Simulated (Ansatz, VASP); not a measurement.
## One calculation of Sr, two programs

INCAR

```
SYSTEM = Sr
PREC = Accurate ; ENCUT = 600
EDIFF = 1E-7 ; ISMEAR = -1
SIGMA = 0.1 ; LREAL = .FALSE.
LASPH = .TRUE. ; NELM = 60
ALGO = Normal ; ISIF = 3
LWAVE = .FALSE. ; LCHARG = .FALSE.
IBRION = 2 ; NSW = 80
EDIFFG = -0.01
```

The input KPOINTS:

```
Automatic mesh
0
G
  9 9 3
  0 0 0
```

The input POSCAR:

```
Sr
1.0
    4.3025266259      0.0000000000      0.0000000000
   -2.1512633129      3.7260973585      0.0000000000
    0.0000000000      0.0000000000     14.0520519602
Sr
4
Direct
    0.0000000000      0.0000000000      0.0000000000
    0.0000000000      0.0000000000      0.5000000000
    0.3333333333      0.6666666667      0.2500000000
    0.6666666667      0.3333333333      0.7500000000
```

Input for Ansatz:

```yaml
crystal:
  lattice:
    - [4.3025266259, 0.0, 0.0]
    - [-2.1512633129, 3.7260973585, 0.0]
    - [0.0, 0.0, 14.0520519602]
  atoms:
    - { symbol: Sr, position: [0.0, 0.0, 0.0] }
    - { symbol: Sr, position: [0.0, 0.0, 0.5] }
    - { symbol: Sr, position: [0.3333333333, 0.6666666667, 0.25] }
    - { symbol: Sr, position: [0.6666666667, 0.3333333333, 0.75] }
hamiltonian:
  xc: lda
  pseudopotentials:
    kind: paw
    azcp:
      Sr: "pseudopotentials/Sr.paw.azcp"
basis:
  ecutwfc: 420
  fft_grid_basis: typed
kpoints:
  mp_grid: { grid: [9, 9, 3], shift: [0, 0, 0] }
magnetization:
  spin_polarized: false
scf:
  occupations: { method: fermi_dirac, width: 0.1 }
relax:
  max_steps: 60
  f_tol: 0.01
  cell: {}
```

Alike in both runs: task relaxation of cell and atoms; functional LDA; k mesh 9 × 9 × 3; occupations fermi-dirac, width 0.1 eV; no spin polarisation.

|  | VASP | Ansatz |
| --- | --- | --- |
| version | VASP 6.6.1 | Ansatz 0.2.0 |
| potentials or method | VASP PAW LDA potentials, release 64 (Sr_sv), cutoff 600 eV | plane waves (420 eV) with PAW, scalar-relativistic |
| valence electrons in the cell | 40 | 40 |

Ansatz gave:

* relaxed volume (Å³/atom): 48.91
* relaxed length of the cell vector where the two differ most in proportion (Å): 13.421

Which values does VASP return?

Relaxed volume (Å³/atom): 48.80; relaxed length of the cell vector where the two differ most in proportion (Å): 13.399.

Ansatz warns that its potentials were made for another functional, while VASP's fit it. LDA's correlation is that of Perdew and Zunger in VASP and of Perdew and Wang (1992) in Ansatz.
